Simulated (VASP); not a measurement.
# Ti3Al (P-6m2) in VASP: a series of runs, part 2 of 2

VASP 6.6.1.

## (4) Single point, PBE

This run uses another cell than the first one, of 17.16 Å³/atom.

File INCAR:

```
SYSTEM = Ti3Al
PREC = Accurate
ENCUT = 520
EDIFF = 1E-7
ISMEAR = 0
SIGMA = 0.1
LREAL = .False.
LASPH = .True.
NELM = 100
ALGO = Fast
ISIF = 2
LWAVE = .False.
LCHARG = .False.
GGA = PE
NBANDS = 28
```

File KPOINTS:

```
regular mesh
0
Gamma
  18 18 6
  0 0 0
```

File POSCAR:

```
Ti3Al
1.0
    2.9300104077      0.0000000000      0.0000000000
   -1.4650052039      2.5374634464      0.0000000000
    0.0000000000      0.0000000000      9.2320621953
Ti Al
3 1
Direct
    0.6666666667      0.3333333333      0.0000000000
    0.3333333333      0.6666666667      0.7504624218
    0.3333333333      0.6666666667      0.2495375782
    0.6666666667      0.3333333333      0.5000000000
```

Potentials or basis: VASP PAW PBE potentials, release 64 (Ti_sv, Al).

On the command line:

```bash
$ cat potpaw_PBE.64/Ti_sv/POTCAR potpaw_PBE.64/Al/POTCAR > POTCAR
$ mpirun -np 1 vasp_std > vasp.out
```

OUTCAR:

```text
SYSTEM = Ti3Al
   PREC = Accurate
   ENCUT = 520
   EDIFF = 1E-7
   ISMEAR = 0
   LREAL = .False.
   LASPH = .True.
   NELM = 100
   ISIF = 2
   GGA = PE

 ion  position               nearest neighbor table
   1  0.667  0.333  0.000-   2 2.86   3 2.86   2 2.86   3 2.86   2 2.86   3 2.86
   2  0.333  0.667  0.750-   1 2.86   1 2.86   1 2.86   4 2.87   4 2.87   4 2.87
   3  0.333  0.667  0.250-   1 2.86   1 2.86   1 2.86   4 2.87   4 2.87   4 2.87
   4  0.667  0.333  0.500-   2 2.87   3 2.87   2 2.87   3 2.87   2 2.87   3 2.87

  LATTYP: Found a hexagonal cell.
 ALAT       =     2.9300104077
 C/A-ratio  =     3.1508632772

  Lattice vectors:

 A1 = (   2.9300104077,   0.0000000000,   0.0000000000)
 A2 = (  -1.4650052039,   2.5374634464,   0.0000000000)
 A3 = (   0.0000000000,   0.0000000000,   9.2320621953)

Analysis of symmetry for initial positions (statically):
=====================================================================
 Subroutine PRICEL returns:
 Original cell was already a primitive cell.

 Routine SETGRP: Setting up the symmetry group for a
 hexagonal supercell.

 Subroutine GETGRP returns: Found 12 space group operations
 (whereof 12 operations were pure point group operations)
[... 171 lines left out ...]

 val. band max:        7.9652402174   @ k =   0.2222   0.0000   0.5000
 cond. band min:       7.9666755609   @ k =   0.1111   0.0556   0.0000
 fundamental gap:      0.0014353436
 Fermi energy:         7.9662638777

 k-point     1 :       0.0000    0.0000    0.0000
  band No.  band energies     occupation
      1     -48.7761      2.00000
      2     -48.7251      2.00000
      3     -48.6717      2.00000
      4     -25.2881      2.00000
      5     -25.0401      2.00000
      6     -24.7585      2.00000
[... 733 lines left out ...]
     27      10.9167      0.00000
     28      11.2767      0.00000

 [... further k-points ...]

------------------------ aborting loop because EDIFF is reached ----------------------------------------

  FORCE on cell =-STRESS in cart. coord.  units (eV):
  Direction    XX          YY          ZZ          XY          YZ          ZX
  --------------------------------------------------------------------------------------
  -------------------------------------------------------------------------------------
  Total       -0.0734918     -0.0734918     -0.0873433      0.0000000      0.0000000     -0.0000000
  in kB       -1.7154658     -1.7154658     -2.0387895      0.0000000      0.0000000     -0.0000000
  external PRESSURE =      -1.8232403 kB  Pullay stress =       0.0000000 kB

 VOLUME and BASIS-vectors are now :
 -----------------------------------------------------------------------------
  energy-cutoff  :      520.00
  volume of cell :       68.64
      direct lattice vectors                 reciprocal lattice vectors
     2.930010408  0.000000000  0.000000000     0.341295716  0.197047174  0.000000000
    -1.465005204  2.537463446  0.000000000     0.000000000  0.394094347  0.000000000
     0.000000000  0.000000000  9.232062195     0.000000000  0.000000000  0.108318161

 POSITION                                       TOTAL-FORCE (eV/Angst)
 -----------------------------------------------------------------------------------
      1.46501      0.84582      0.00000        -0.000000      0.000000      0.000000
     -0.00000      1.69164      6.92832         0.000000     -0.000000      0.004076
     -0.00000      1.69164      2.30375         0.000000     -0.000000     -0.004076
      1.46501      0.84582      4.61603         0.000000      0.000000      0.000000
 -----------------------------------------------------------------------------------
    total drift:                                0.000001     -0.000000     -0.000000

  FREE ENERGIE OF THE ION-ELECTRON SYSTEM (eV)
  ---------------------------------------------------
  free  energy   TOTEN  =       -27.7729311370 eV

  energy  without entropy=      -27.7544707308  energy(sigma->0) =      -27.76370093
```

OSZICAR:

```text
N       E                     dE             d eps       ncg     rms          rms(c)
DAV:   1     0.471480356251E+03    0.47148E+03   -0.19505E+04  8296   0.162E+03
DAV:   2     0.269358252059E+02   -0.44454E+03   -0.43610E+03  8336   0.498E+02
DAV:   3    -0.255705409256E+02   -0.52506E+02   -0.51312E+02 14336   0.143E+02
[... 47 lines left out ...]
RMM:  51    -0.277729306897E+02   -0.16404E-06   -0.18236E-06  8321   0.472E-03    0.966E-03
RMM:  52    -0.277729308440E+02   -0.15427E-06   -0.15923E-06  9277   0.450E-03    0.963E-03
RMM:  53    -0.277729309452E+02   -0.10121E-06   -0.12911E-06  7894   0.409E-03    0.964E-03
RMM:  54    -0.277729310477E+02   -0.10252E-06   -0.11707E-06  7645   0.384E-03    0.963E-03
RMM:  55    -0.277729311370E+02   -0.89295E-07   -0.92814E-07  7647   0.365E-03
   1 F= -.27772931E+02 E0= -.27763701E+02  d E =-.184604E-01
```

Run time: 20 min. Hardware: 1 thread of Intel Xeon Platinum 8488C (Sapphire Rapids), shared host; peak memory 0.36 GiB.

What came out:

```yaml
Free_energy: -27.7729 eV
Pressure: -0.2 GPa
Largest_force: 0.004 eV/Å
Band_gap_on_the_k_mesh: zero (an odd number of electrons rules out a gap without spin polarisation)
```

Forces on the atoms (eV/Å):
```
Ti   0.000  0.000  0.000
Ti   0.000  0.000  0.004
Ti   0.000  0.000 -0.004
Al   0.000  0.000  0.000
```

Levels at points of the mesh, in eV from the Fermi level:
```tsv
k point	band 17	band 18	band 19	band 20	band 21	band 22	band 23	band 24
(0.00, 0.00, 0.00)	-0.75	0.47	0.73	0.83	0.83	0.91	0.91	1.22
(0.50, 0.00, 0.00)	-1.44	-1.20	-0.64	-0.40	0.90	0.99	1.12	1.73
(0.00, 0.00, 0.50)	-1.00	0.42	0.77	0.83	0.83	0.91	0.91	1.23
(0.50, 0.00, 0.50)	-1.54	-1.19	-0.92	-0.06	0.86	0.88	1.06	1.85
```

## (5) Single point, PBE

This run uses another cell than the first one, of 17.16 Å³/atom.

File INCAR:

```
ALGO = Fast
EDIFF = 1E-7
ENCUT = 520
GGA = PE
ISIF = 2
ISMEAR = 0
LASPH = True
LCHARG = True
LELF = True
LREAL = False
LVHAR = True
LWAVE = False
NBANDS = 28
NELM = 60
PREC = Accurate
SIGMA = 0.1
```

File KPOINTS:

```
k-points
0
Gamma
  18 18 6
```

POSCAR is that of step 4.

On the command line:

```bash
$ cat potpaw_PBE.64/Ti_sv/POTCAR potpaw_PBE.64/Al/POTCAR > POTCAR
$ mpirun -np 1 vasp_std > vasp.out
```

Run time: 14 min. Hardware: 1 thread of Intel Xeon Platinum 8488C (Sapphire Rapids), shared host; peak memory 0.36 GiB.

Results (log left out):

```
Free energy            : -27.7729 eV
Pressure               : -0.2 GPa
Largest force          : 0.004 eV/Å
Band gap on the k mesh : zero (an odd number of electrons rules out a gap without spin polarisation)
```

Forces in eV/Å, atoms in the order of the input:
```
Ti   0.000  0.000  0.000
Ti   0.000  0.000  0.004
Ti   0.000  0.000 -0.004
Al   0.000  0.000  0.000
```

Levels at points of the mesh, in eV from the Fermi level:
| k point | band 17 | band 18 | band 19 | band 20 | band 21 | band 22 | band 23 | band 24 |
| --- | --- | --- | --- | --- | --- | --- | --- | --- |
| (0.00, 0.00, 0.00) | -0.75 | 0.47 | 0.73 | 0.83 | 0.83 | 0.91 | 0.91 | 1.22 |
| (0.50, 0.00, 0.00) | -1.44 | -1.20 | -0.64 | -0.40 | 0.90 | 0.99 | 1.12 | 1.73 |
| (0.00, 0.00, 0.50) | -1.00 | 0.42 | 0.77 | 0.83 | 0.83 | 0.91 | 0.91 | 1.23 |
| (0.50, 0.00, 0.50) | -1.54 | -1.19 | -0.92 | -0.06 | 0.86 | 0.88 | 1.06 | 1.85 |

## (6) Single point, PBE

This run uses another cell than the first one: it holds 8 atoms, not 4.

File INCAR:

```
  PREC = Accurate
  ENCUT = 520
  EDIFF = 1E-6
  ISMEAR = 0
  SIGMA = 0.2
  LREAL = False
  LASPH = True
  NELM = 100
  ALGO = Fast
  ISIF = 2
  LWAVE = False
  LCHARG = False
  GGA = PE
  NBANDS = 49
```

File KPOINTS:

```
Automatic mesh
0
Gamma
  12 12 2
```

File POSCAR:

```
Ti3Al
1.0
    2.9300104077      0.0000000000      0.0000000000
   -1.4650052039      2.5374634464      0.0000000000
    0.0000000000      0.0000000000     18.4641243907
Ti Al
6 2
Direct
    0.6666666667      0.3333333333      1.0000000000
    0.6666666667      0.3333333333      0.5000000000
    0.3333333333      0.6666666667      0.3752312109
    0.3333333333      0.6666666667      0.8752312109
    0.3333333333      0.6666666667      0.1247687891
    0.3333333333      0.6666666667      0.6247687891
    0.6666666667      0.3333333333      0.2500000000
    0.6666666667      0.3333333333      0.7500000000
```

Potentials or basis: VASP PAW PBE potentials, release 64 (Ti_sv, Al).

On the command line:

```bash
$ cat potpaw_PBE.64/Ti_sv/POTCAR potpaw_PBE.64/Al/POTCAR > POTCAR
$ mpirun -np 1 vasp_std > vasp.out
```

Run time: 14 min. Hardware: 1 thread of Intel Xeon Platinum 8488C (Sapphire Rapids), shared host; peak memory 0.39 GiB.

It converged, with:

```yaml
Free_energy: -55.6169 eV
Pressure: -0.1 GPa
Largest_force: 0.007 eV/Å
Band_gap_on_the_k_mesh: zero (bands 39 and 40 overlap by 1.51 eV)
```

Forces in eV/Å, atoms in the order of the input:
```
Ti   0.000  0.000  0.000
Ti   0.000  0.000  0.000
Ti   0.000  0.000 -0.007
Ti   0.000  0.000 -0.007
Ti   0.000  0.000  0.007
Ti   0.000  0.000  0.007
Al   0.000  0.000  0.000
Al   0.000  0.000  0.000
```

Stress tensor (GPa, compression positive):
```
-0.14  0.00  0.00
 0.00 -0.14  0.00
 0.00  0.00  0.01
```

Levels at points of the mesh, in eV from the Fermi level:
```csv
k point,band 36,band 37,band 38,band 39,band 40,band 41,band 42,band 43,band 44,band 45
"(0.00, 0.00, 0.00)",0.47,0.74,0.78,0.83,0.83,0.84,0.84,0.91,0.91,0.92
"(0.50, 0.00, 0.00)",-1.19,-0.91,-0.64,-0.39,-0.06,0.87,0.88,0.91,0.99,1.06
"(0.00, 0.00, 0.50)",0.45,0.76,0.76,0.83,0.83,0.83,0.83,0.92,0.92,0.92
"(0.50, 0.00, 0.50)",-1.00,-0.88,-0.88,-0.27,-0.27,0.89,0.89,1.02,1.02,1.08
```

## (7) Summary

```tsv
spin	cell	k mesh	smearing	gap on the mesh (eV)	pressure (GPa)	largest force (eV/Å)
off	a = 2.928, b = 2.928, c = 9.226 Å, angles 90.0, 90.0, 120.0°, 4 atoms, atomic positions A	6 × 6 × 2	gaussian 0.1 eV	none	0.2	0.06
collinear	a = 2.928, b = 2.928, c = 9.226 Å, angles 90.0, 90.0, 120.0°, 4 atoms, atomic positions A	6 × 6 × 2	gaussian 0.1 eV	none	0.2	0.06
off	a = 2.930, b = 2.930, c = 9.232 Å, angles 90.0, 90.0, 120.0°, 4 atoms, atomic positions A	18 × 18 × 6	gaussian 0.1 eV	none	-0.2	-
off	a = 2.930, b = 2.930, c = 18.464 Å, angles 90.0, 90.0, 120.0°, 8 atoms, atomic positions B	12 × 12 × 2	gaussian 0.2 eV	none	-0.1	0.01
```

Alike in all rows: task single point; level PBE; potentials or basis VASP PAW PBE potentials, release 64 (Ti_sv, Al); cutoff (eV) 520.

Caveats: some runs use coarse meshes.

Total energies depend on the potentials used, so only differences within one code and one set of settings carry meaning.
